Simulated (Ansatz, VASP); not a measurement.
TiSb2N3 in VASP and in Ansatz

The input INCAR:

```
SYSTEM = TiSb2N3
PREC = Accurate
ENCUT = 600
EDIFF = 1E-6
ISMEAR = 0
SIGMA = 0.1
LREAL = .False.
LASPH = .True.
NELM = 100
ALGO = Normal
ISIF = 3
LWAVE = .False.
LCHARG = .False.
GGA = PE
IBRION = 2
NSW = 100
EDIFFG = -0.01
```

Contents of KPOINTS:

```
regular mesh
0
Gamma
  6 6 6
  0 0 0
```

Contents of POSCAR:

```
TiSb2N3
1.0
    2.9444398484      1.6999731391      2.9036833452
   -2.9444398484      1.6999731391      2.9036833452
    0.0000000000     -3.3999462782      2.9036833452
Ti Sb N
1 2 3
Direct
    0.0000000000      0.0000000000      0.0000000000
    0.6870665613      0.6870665613      0.6870665613
    0.3129334387      0.3129334387      0.3129334387
    0.0000000000      0.0000000000      0.5000000000
    0.5000000000      0.0000000000      0.0000000000
    0.0000000000      0.5000000000      0.0000000000
```

Input for Ansatz:

```yaml
crystal:
  lattice:
    - [2.9444398484, 1.6999731391, 2.9036833452]
    - [-2.9444398484, 1.6999731391, 2.9036833452]
    - [0.0, -3.3999462782, 2.9036833452]
  atoms:
    - { symbol: Ti, position: [0.0, 0.0, 0.0] }
    - { symbol: Sb, position: [0.6870665613, 0.6870665613, 0.6870665613] }
    - { symbol: Sb, position: [0.3129334387, 0.3129334387, 0.3129334387] }
    - { symbol: "N", position: [0.0, 0.0, 0.5] }
    - { symbol: "N", position: [0.5, 0.0, 0.0] }
    - { symbol: "N", position: [0.0, 0.5, 0.0] }
basis:
  ecutwfc: 420
kpoints:
  mp_grid: { grid: [6, 6, 6] }
hamiltonian:
  xc: pbe
scf:
  occupations: { method: gaussian, width: 0.1 }
output:
  forces: true
  stress: true
  eigenvalues: true
  write_density: true
  write_potential: true
  elf: true
  volumetric_format: npy
relax:
  adjacent_minimum: "off"
  f_tol: 0.01
  max_steps: 80
  cell: { stress_tol: 0.05 }
```

Alike in both runs: task relaxation of cell and atoms; functional PBE; k mesh 6 × 6 × 6; occupations gaussian, width 0.1 eV; no spin polarisation.

|  | VASP | Ansatz |
| --- | --- | --- |
| version | VASP 6.6.1 | Ansatz 0.2.0 |
| potentials or method | VASP PAW PBE potentials, release 64 (Ti_sv, Sb, N), cutoff 600 eV | scalar-relativistic, plane waves, PAW |
| valence electrons in the cell | 37 | 57 |

```csv
,VASP,Ansatz,Ansatz less VASP
"gap on the k mesh at the Fermi level, each at its own relaxed structure (eV)",none,none,-
relaxed volume (Å³/atom),14.32,14.36,+0.037
relaxed length of the cell vector where the two differ most in proportion (Å),4.455,4.458,+0.0039
```

A gap of «none» marks a metal or a gap that the smearing closes. VASP's potentials hold 37 valence electrons a cell and Ansatz's 57, so a difference there can come from the potentials and not from the codes.

Neither program's run includes spin-orbit coupling.
